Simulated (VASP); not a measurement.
C, 12 atoms in the cell. It takes space group R-3m (No. 166, trigonal). The conventional cell has a = 2.445 Å, b = 2.445 Å, c = 21.349 Å, α = 90.00°, β = 90.00°, γ = 120.00°. C (site symmetry 3m) has 3 C at 1.41 Å within 1.9 Å. C (site symmetry 3m) has 3 C at 1.41 Å within 1.9 Å.  This cell differs from its parent crystal: strain along c alone, the other axes held: +3.0 %, then relaxed in part.

| Quantity | Value |
| --- | --- |
| Program | VASP 6.6.1 |
| Task | single point |
| Functional | LDA |
| Potentials or basis | VASP PAW LDA potentials, release 64 (C) |
| Cutoff | 520 eV |
| k mesh | 18 × 18 × 2 |
| Occupations | gaussian, width 0.01 eV |
| Spin | no spin polarisation |
| Dipole correction | no |
| Further INCAR settings | ALGO = Normal; EDIFF = 1e-07; NBANDS = 36 |

Potentials or basis: VASP PAW LDA potentials, release 64 (C).

Run with:

```bash
$ cat potpaw_LDA.64/C/POTCAR > POTCAR
$ mpirun -np 1 vasp_std > vasp.out
```

Hardware: 1 thread of Oxide Virtual Turin-like Processor, on a shared host.

Problem. How long does it take, and how much memory?

Solution. Wall time 4.6 min on 1 thread of Oxide Virtual Turin-like Processor, on a shared host, peak memory 0.26 GiB. Counts: scf iterations 14, k points 74.
